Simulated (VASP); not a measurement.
Input of a VASP 6.6.1 run:

Contents of POSCAR:

```
SiC
1.0
    0.0000000000      2.1718768573      2.1718768573
    2.1718768573      0.0000000000      2.1718768573
    2.1718768573      2.1718768573      0.0000000000
Si C
1 1
Direct
    0.0000000000      0.0000000000      0.0000000000
    0.7500000000      0.7500000000      0.7500000000
```

File INCAR.step1:

```
  ALGO = Normal
  EDIFF = 1E-4
  ENCUT = 520
  GGA = PE
  ISMEAR = 0
  LASPH = T
  LCHARG = F
  LREAL = F
  LWAVE = T
  NBANDS = 11
  NELM = 100
  PREC = Accurate
  SIGMA = 0.01
```

The input INCAR.step2:

```
  ALGO = Normal
  EDIFF = 1E-7
  ENCUT = 520
  ISIF = 2
  ISMEAR = 0
  ISTART = 1
  LASPH = T
  LCHARG = F
  LMIXTAU = T
  LREAL = F
  LWAVE = F
  METAGGA = R2SCAN
  NBANDS = 11
  NELM = 100
  PREC = Accurate
  SIGMA = 0.01
```

Contents of KPOINTS:

```
k-points
0
Gamma
  8 8 8
```

Potentials or basis: VASP PAW PBE potentials, release 64 (Si, C).

Run with:

```console
$ cat potpaw_PBE.64/Si/POTCAR potpaw_PBE.64/C/POTCAR > POTCAR
$ cp INCAR.step1 INCAR
$ mpirun -np 1 vasp_std > vasp.out
$ cp INCAR.step2 INCAR
$ mpirun -np 1 vasp_std > vasp.out
```

**Question.** Estimate the pressure.

**Answer.** 1.8 GPa.

**Question.** Estimate the band gap on the k mesh.

**Answer.** 1.72 eV, indirect (least direct gap 5.07 eV).

Caveat: the PAW data sets were made with another functional, which shifts forces and pressure a little. A k mesh can miss the band edges.
